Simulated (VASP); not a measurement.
# C (R-3m) in VASP: G0W0 quasiparticle levels with PBEsol

Aim: the G0W0 quasiparticle levels of C with PBEsol.

Program: VASP 6.6.1. These are calculated values, not measurements. Logs are shortened: lines on timing, memory, paths and dates and some standing lists are left out, and cuts for length are marked.

## Step 1: The cell of the first run

It takes space group R-3m (No. 166, trigonal). Conventional cell: a = 2.538 Å, b = 2.538 Å, c = 6.148 Å, α = 90.00°, β = 90.00°, γ = 120.00°. Within 2.0 Å of C (site symmetry 3m) lie 4 C at 1.54 to 1.55 Å.

## Step 2: G0W0 quasiparticle levels, PBEsol

POSCAR

```
C
1.0
   -0.0131329369      1.7814679574      1.7814679574
    1.7814679574     -0.0131329369      1.7814679574
    1.7814679574      1.7814679574     -0.0131329369
C
2
Direct
   -0.0000873341     -0.0000873341     -0.0000873341
    0.2500873341      0.2500873341      0.2500873341
```

INCAR.step1

```
SYSTEM = C
PREC = Accurate
ENCUT = 500
EDIFF = 1E-8
ISMEAR = 0
SIGMA = 0.01
LREAL = .FALSE.
LASPH = .TRUE.
NELM = 80
ALGO = Normal
LWAVE = .TRUE.
LCHARG = .FALSE.
GGA = PS
```

INCAR.step2

```
SYSTEM = C
PREC = Accurate
ENCUT = 500
EDIFF = 1E-8
ISMEAR = 0
SIGMA = 0.01
LREAL = .FALSE.
LASPH = .TRUE.
NELM = 1
ALGO = Exact
LWAVE = .TRUE.
LCHARG = .FALSE.
GGA = PS
NBANDS = 34
LOPTICS = .TRUE.
ISTART = 1
```

INCAR.step3

```
SYSTEM = C
PREC = Accurate
ENCUT = 500
EDIFF = 1E-8
ISMEAR = 0
SIGMA = 0.01
LREAL = .FALSE.
LASPH = .TRUE.
ALGO = EVGW0
LWAVE = .FALSE.
LCHARG = .FALSE.
GGA = PS
NELMGW = 1
NBANDS = 34
ENCUTGW = 100.0
NOMEGA = 48
PRECFOCK = Fast
ISTART = 1
NBANDSGW = 12
```

KPOINTS

```
Automatic mesh
0
G
  6 6 6
  0 0 0
```

Potentials or basis: VASP PAW PBE potentials, release 64 (C_GW).

Started as:

```sh
> cat potpaw_PBE.64/C_GW/POTCAR > POTCAR
> cp INCAR.step1 INCAR
> mpirun -np 1 vasp_std > vasp.out
> cp INCAR.step2 INCAR
> mpirun -np 1 vasp_std > vasp.out
> cp INCAR.step3 INCAR
> mpirun -np 1 vasp_std > vasp.out
```

OUTCAR:

```text
SYSTEM = C
   PREC = Accurate
   ENCUT = 500
   EDIFF = 1E-8
   ISMEAR = 0
   LREAL = .FALSE.
   LASPH = .TRUE.
   GGA = PS
   NELMGW = 1
   ENCUTGW = 100.0
   PRECFOCK = Fast
   ISTART = 1

 ion  position               nearest neighbor table
   1  1.000  1.000  1.000-   2 1.54   2 1.55   2 1.55   2 1.55
   2  0.250  0.250  0.250-   1 1.54   1 1.55   1 1.55   1 1.55

  LATTYP: Found a trigonal (rhomboedric) cell.
 ALAT       =     2.5194103756
 COS(alpha) =     0.4926146394

  Lattice vectors:

 A1 = (  -0.0131329369,   1.7814679574,   1.7814679574)
 A2 = (   1.7814679574,  -0.0131329369,   1.7814679574)
 A3 = (   1.7814679574,   1.7814679574,  -0.0131329369)

Analysis of symmetry for initial positions (statically):
=====================================================================
 Subroutine PRICEL returns:
 Original cell was already a primitive cell.

 Routine SETGRP: Setting up the symmetry group for a
 trigonal (rhombohedral) supercell.

 Subroutine GETGRP returns: Found 12 space group operations
 (whereof  6 operations were pure point group operations)
 out of a pool of 12 trial point group operations.

The static configuration has the point symmetry C_3v.
 The point group associated with its full space group is D_3d.

Analysis of symmetry for dynamics (positions and initial velocities):
=====================================================================
 Subroutine PRICEL returns:
 Original cell was already a primitive cell.

 Routine SETGRP: Setting up the symmetry group for a
 trigonal (rhombohedral) supercell.

 Subroutine GETGRP returns: Found 12 space group operations
 (whereof  6 operations were pure point group operations)
 out of a pool of 12 trial point group operations.

The dynamic configuration has the point symmetry C_3v.
 The point group associated with its full space group is D_3d.

 Subroutine INISYM returns: Found 12 space group operations
 (whereof  6 operations are pure point group operations),
 and found     1 'primitive' translations

----------------------------------------------------------------------------------------

                                     Primitive cell

  volume of cell :      11.4325

  direct lattice vectors                    reciprocal lattice vectors
    -0.013132937  1.781467957  1.781467957    -0.277582715  0.279644245  0.279644245
     1.781467957 -0.013132937  1.781467957     0.279644245 -0.277582715  0.279644245
     1.781467957  1.781467957 -0.013132937     0.279644245  0.279644245 -0.277582715

  length of vectors
     2.519410376  2.519410376  2.519410376     0.483170747  0.483170747  0.483170747

  position of ions in fractional coordinates (direct lattice)
     0.999912666  0.999912666  0.999912666
     0.250087334  0.250087334  0.250087334

  ion indices of the primitive-cell ions
   primitive index   ion index
                 1           1
                 2           2

----------------------------------------------------------------------------------------

 KPOINTS: Automatic mesh

Automatic generation of k-mesh.
 Grid dimensions read from file:
 generate k-points for:    6    6    6

 Generating k-lattice:

  Cartesian coordinates                     Fractional coordinates (reciprocal lattice)
    -0.046263786  0.046607374  0.046607374     0.166666667  0.000000000 -0.000000000
     0.046607374 -0.046263786  0.046607374     0.000000000  0.166666667 -0.000000000
     0.046607374  0.046607374 -0.046263786     0.000000000  0.000000000  0.166666667

  Length of vectors
     0.080528458  0.080528458  0.080528458

  Shift w.r.t. Gamma in fractional coordinates (k-lattice)
     0.000000000  0.000000000  0.000000000

 Subroutine IBZKPT returns following result:
 ===========================================

 Found     32 irreducible k-points:

 Following reciprocal coordinates:
            Coordinates               Weight
  0.000000  0.000000  0.000000      1.000000
  0.166667  0.000000  0.000000      6.000000
  0.333333  0.000000  0.000000      6.000000
  0.500000  0.000000 -0.000000      3.000000
  0.166667  0.166667  0.000000      6.000000
  0.333333  0.166667  0.000000     12.000000
[... 16 lines left out ...]
  0.500000  0.500000  0.166667      6.000000
 -0.333333  0.500000  0.166667     12.000000
 [... further k-points ...]
   k-points           NKPTS =     32   k-points in BZ     NKDIM =    216   number of bands    NBANDS=     34
   number of dos      NEDOS =    301   number of ions     NIONS =      2
   total plane-waves  NPLWV =   5832
   dimension x,y,z NGX =    18 NGY =   18 NGZ =   18
   dimension x,y,z NGXF=    36 NGYF=   36 NGZF=   36
   ions per type =               2
   NGX,Y,Z   is equivalent  to a cutoff of  11.88, 11.88, 11.88 a.u.
   NGXF,Y,Z  is equivalent  to a cutoff of  23.75, 23.75, 23.75 a.u.
 SYSTEM =  C
   PREC   = accura    normal or accurate (medium, high low for compatibility)
   ISTART =      1    job   : 0-new  1-cont  2-samecut
   ICHARG =      0    charge: 1-file 2-atom 10-const
   ISPIN  =      1    spin polarized calculation?
   LNONCOLLINEAR =      F non collinear calculations
   LSORBIT =      F    spin-orbit coupling
   LASPH  =      T    aspherical Exc in radial PAW
   ENCUT  =  500.0 eV  36.75 Ry    6.06 a.u.   4.59  4.59  4.59*2*pi/ulx,y,z
   NELM   =     60;   NELMIN=  2; NELMDL=  0     # of ELM steps
   EDIFF  = 0.1E-07   stopping-criterion for ELM
   LREAL  =      F    real-space projection
   EDIFFG = 0.1E-06   stopping-criterion for IOM
   NSW    =      0    number of steps for IOM
   IBRION =     -1    ionic relax: 0-MD 1-quasi-New 2-CG
   NFREE  =      0    steps in history (QN), initial steepest desc. (CG)
   ISIF   =      0    stress and relaxation
   ISYM   =      3    0-nonsym 1-usesym 2-fastsym
   POTIM  = 0.5000    time-step for ionic-motion
   TEBEG  =    0.0;   TEEND  =   0.0 temperature during run
   PSTRESS=    0.0 pullay stress
   NELECT =       8.0000    total number of electrons
   NUPDOWN=      -1.0000    fix difference up-down
   EMIN   =  10.00;   EMAX   =-10.00  energy-range for DOS
   EFERMI =   0.00;   METHOD = LEGACY
   ISMEAR =     0;   SIGMA  =   0.01  broadening in eV -4-tet -1-fermi 0-gaus
   EFERMI_NEDOS =   21; number of points for ismear=-14 and -15
   IALGO  =     38    algorithm
   IMIX   =      4    mixing-type and parameters
     AMIX     =   0.40;   BMIX     =  1.00
     AMIX_MAG =   1.60;   BMIX_MAG =  1.00
  volume/ion in A,a.u.               =       5.72        38.58
  Fermi-wavevector in a.u.,A,eV,Ry     =   1.453421  2.746568 28.741398  2.112433
  Thomas-Fermi vector in A             =   2.570690
   LORBIT       =      0    0 simple, 1 ext, 2 COOP (PROOUT), +10 PAW based schemes
   GGA     = PS    functional components
   LHFCALC =     T    Hartree Fock is set to
   PRECFOCK=fast      Normal, Fast or Accurate (Low or Medium for compatibility)
   ENCUT4O =  -1.0   cutoff for four orbital integrals eV
   NKREDX  =     1    reduce k-point grid by
   NKREDY  =     1    reduce k-point grid by
   NKREDZ  =     1    reduce k-point grid by
   AEXX    =    1.0000 exact exchange contribution
   HFSCREEN=    0.0000 screening length (either q_TF or 0.3 A-1)
   HFSCREENC=   0.0000 screening length for correlation (either q_TF or 0.3 A-1)
   ENCUTFOCK=  -1.0 apply spherical cutoff to Coloumb kernel
   IVDW    =     0    specifies the selected vdW correction
   LEPSILON=     F    determine dielectric tensor
   LRPA    =     F    only Hartree local field effects (RPA)
   LRPAFORCE           =     F    calculate RPA forces
   ENCUTGW             = 100.0    cutoff for response function in eV
   ENCUTGWSOFT         =  80.0    soft cutoff for Coulomb kernel in GW response function in eV
   ENCUTLF             =  -1.0    cutoff for local field effects
   NELMGW              =     1    number of iterations in solving QP/BSE equation
   NELMHF              =     1    number of iterations in the inner HF iteration
   NKREDLFX            =     1    NKREDLFY  =   1   NKREDLFZ  =   1
 non-spin polarized calculation
 Gauss-broadening in eV      SIGMA  =   0.01
  energy-cutoff  :      500.00
  volume of cell :       11.43
 maximum number of plane-waves:       302
  NGX = 12; NGY = 12; NGZ = 12
   NGX =  9   NGY =  9   NGZ =  9
 maximum number of plane-waves:        30
 NGX is ok and might be reduce to    10

 QP shifts <psi_nk| G(iteration)W_0 |psi_nk>: iteration 1
 for sc-GW calculations column KS-energies equals QP-energies in previous step
 and V_xc(KS)=  KS-energies - (<T + V_ion + V_H > + <T+V_H+V_ion>^1  + <V_x>^1)

 k-point   1 :       0.0000    0.0000    0.0000
  band No.  KS-energies  QP-energies   sigma(KS)   V_xc(KS)     V^pw_x(r,r')   Z            occupation Imag(sigma)

      1     -11.7852     -13.1432     -16.5406     -14.7418     -25.3253       0.7550       2.0000       1.4862
      2       9.6210       9.4151     -16.9196     -16.6707     -19.0576       0.8273       2.0000       0.0776
      3       9.6210       9.4151     -16.9196     -16.6707     -19.0576       0.8273       2.0000       0.0776
      4       9.6481       9.4454     -16.9798     -16.7347     -19.1700       0.8269       2.0000       0.0790
      5      15.0480      16.4310     -13.8095     -15.4866      -9.3151       0.8246       0.0000      -0.1068
      6      15.0480      16.4310     -13.8095     -15.4866      -9.3151       0.8246       0.0000      -0.1068
      7      15.3502      16.7504     -13.8124     -15.5142      -9.2512       0.8228       0.0000      -0.1094
      8      22.8297      24.1479     -14.5263     -16.2207      -7.7417       0.7780       0.0000      -0.2521
      9      28.4948      29.2801     -11.2441     -12.2163      -4.3612       0.8077       0.0000      -0.4176
     10      36.0194      37.4333     -12.1972     -13.9026      -5.8800       0.8291       0.0000      -0.5855
     11      36.0194      37.4333     -12.1972     -13.9026      -5.8800       0.8291       0.0000      -0.5855
     12      36.7280      37.6874     -10.6409     -11.8101      -3.2739       0.8206       0.0000      -0.9840

 k-point   2 :       0.1667    0.0000    0.0000
  band No.  KS-energies  QP-energies   sigma(KS)   V_xc(KS)     V^pw_x(r,r')   Z            occupation Imag(sigma)
[... 353 lines left out ...]
      1      -2.6161      -3.6722     -17.0969     -15.7064     -23.3115       0.7596       2.0000       0.4311
      2      -2.4651      -3.5179     -17.0568     -15.6711     -23.2202       0.7598       2.0000       0.4224
      3       1.7628       0.9880     -16.0590     -15.0814     -20.1413       0.7925       2.0000       0.1838
      4       1.8426       1.0704     -16.0929     -15.1187     -20.1849       0.7925       2.0000       0.1829
      5      17.5247      18.7082     -12.8384     -14.2763      -7.6123       0.8230       0.0000      -0.1372
      6      17.8490      19.0456     -12.8615     -14.3152      -7.6053       0.8232       0.0000      -0.1387
      7      23.8428      25.5527     -13.9447     -16.1426      -6.9452       0.7780       0.0000      -0.2942
      8      24.1684      25.8968     -13.9910     -16.2164      -6.9339       0.7767       0.0000      -0.3015
      9      31.0116      32.6358     -13.2651     -15.3380      -5.4789       0.7835       0.0000      -0.6176
     10      31.1214      32.7561     -13.2863     -15.3721      -5.4837       0.7838       0.0000      -0.6232
     11      39.8676      41.2257     -11.8462     -13.5255      -4.2318       0.8087       0.0000      -1.0731
     12      40.1279      41.4944     -11.8475     -13.5348      -4.2254       0.8098       0.0000      -1.0916

 [... further k-points ...]
```

It took 2.7 min on 1 thread of Intel Xeon 8259CL, shared host; peak memory 0.19 GiB.

What came out:

```
Band gap on the k mesh, mean-field level : 4.00 eV, indirect (least direct gap 5.40 eV)
Quasiparticle gap                        : 5.19 eV
Least direct quasiparticle gap           : 6.99 eV
```

Caveat: the k points lie up to 0.51 Å⁻¹ apart; bands, screening cutoff and mesh are small and nothing is extrapolated, so the quasiparticle values aren't converged. A k mesh can miss the band edges.
